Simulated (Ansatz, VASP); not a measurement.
**Al9H in VASP and in Ansatz**

INCAR

```
SYSTEM = Al9H
PREC = Accurate
ENCUT = 520
EDIFF = 1E-7
ISMEAR = 0
SIGMA = 0.1
LREAL = Auto
LASPH = .True.
NELM = 100
ALGO = Normal
ISIF = 2
LWAVE = .False.
LCHARG = .True.
LDIPOL = .True.
IDIPOL = 3
DIPOL = 0.5 0.5 0.300
GGA = PE
LELF = .True.
LVHAR = .True.
LVACPOTAV = .True.
NBANDS = 44
```

The input KPOINTS:

```
regular mesh
0
Gamma
  5 3 1
  0 0 0
```

POSCAR

```
Al9H
1.0
    5.7070863109      0.0000000000      0.0000000000
   -1.4267715777      9.7014842373      0.0000000000
    0.0000000000      0.0000000000     22.7903703632
Al H
18 2
Direct
    0.2662216041      0.0648864163      0.1755127247
    0.7662216041      0.0648864163      0.1755127247
    0.3354806058      0.3419224231      0.2192029853
    0.8354806058      0.3419224231      0.2192029853
    0.1493324061      0.5973296244      0.2279410374
    0.6493324061      0.5973296244      0.2279410374
    0.4631842064      0.8527368258      0.2366790895
    0.9631842064      0.8527368258      0.2366790895
    0.0319772084      0.1277109167      0.2808262503
    0.5319772084      0.1277109167      0.2808262503
    0.0997917590      0.4042231279      0.3301071124
    0.5997917590      0.4042231279      0.3301071124
    0.4144000530      0.6596656505      0.3369822082
    0.9144000530      0.6596656505      0.3369822082
    0.2263076920      0.9110819249      0.3449259127
    0.7263076920      0.9110819249      0.3449259127
    0.2962427236      0.1814071990      0.3857054635
    0.7962427236      0.1814071990      0.3857054635
    0.3728398333      0.9110819249      0.4616147169
    0.5797755507      0.9110819249      0.4616147169
```

Input for Ansatz:

```yaml
crystal:
  lattice:
    - [5.7070863109, 0.0, 0.0]
    - [-1.4267715777, 9.7014842373, 0.0]
    - [0.0, 0.0, 22.7903703632]
  atoms:
    - { symbol: Al, position: [0.2662216041, 0.0648864163, 0.1755127247] }
    - { symbol: Al, position: [0.7662216041, 0.0648864163, 0.1755127247] }
    - { symbol: Al, position: [0.3354806058, 0.3419224231, 0.2192029853] }
    - { symbol: Al, position: [0.8354806058, 0.3419224231, 0.2192029853] }
    - { symbol: Al, position: [0.1493324061, 0.5973296244, 0.2279410374] }
    - { symbol: Al, position: [0.6493324061, 0.5973296244, 0.2279410374] }
    - { symbol: Al, position: [0.4631842064, 0.8527368258, 0.2366790895] }
    - { symbol: Al, position: [0.9631842064, 0.8527368258, 0.2366790895] }
    - { symbol: Al, position: [0.0319772084, 0.1277109167, 0.2808262503] }
    - { symbol: Al, position: [0.5319772084, 0.1277109167, 0.2808262503] }
    - { symbol: Al, position: [0.099791759, 0.4042231279, 0.3301071124] }
    - { symbol: Al, position: [0.599791759, 0.4042231279, 0.3301071124] }
    - { symbol: Al, position: [0.414400053, 0.6596656505, 0.3369822082] }
    - { symbol: Al, position: [0.914400053, 0.6596656505, 0.3369822082] }
    - { symbol: Al, position: [0.226307692, 0.9110819249, 0.3449259127] }
    - { symbol: Al, position: [0.726307692, 0.9110819249, 0.3449259127] }
    - { symbol: Al, position: [0.2962427236, 0.181407199, 0.3857054635] }
    - { symbol: Al, position: [0.7962427236, 0.181407199, 0.3857054635] }
    - { symbol: H, position: [0.3728398333, 0.9110819249, 0.4616147169] }
    - { symbol: H, position: [0.5797755507, 0.9110819249, 0.4616147169] }
basis:
  ecutwfc: 420
kpoints:
  mp_grid: { grid: [5, 3, 1] }
hamiltonian:
  xc: pbe
  pseudopotentials: { kind: paw, azcp: { folder: soft_1 } }
scf:
  occupations: { method: gaussian, width: 0.1 }
output:
  forces: true
  eigenvalues: true
efield:
  axis: 3
  dipole_correction: true
  ramp_width: 0.04
```

Alike in both runs: task single point; functional PBE; k mesh 5 × 3 × 1; occupations gaussian, width 0.1 eV; no spin polarisation.

|  | VASP | Ansatz |
| --- | --- | --- |
| version | VASP 6.6.1 | Ansatz 0.2.0 |
| potentials or method | VASP PAW PBE potentials, release 64 (Al, H), cutoff 520 eV | scalar-relativistic, plane waves, PAW |
| valence electrons in the cell | 56 | 56 |

|  | VASP | Ansatz | Ansatz less VASP |
| --- | --- | --- | --- |
| gap on the k mesh at the Fermi level (eV) | none | none | - |
| rms of the force components (eV/Å) | 0.737 | 0.737 | -0.0003 |
| work function, face that differs most (eV) | 4.29 | 4.29 | -0.002 |

Atom by atom the forces differ by 0.001 eV/Å (rms over components). A gap of «none» marks a metal or a gap that the smearing closes. The functional is the same, so the differences come from potentials, cutoffs and numerics.
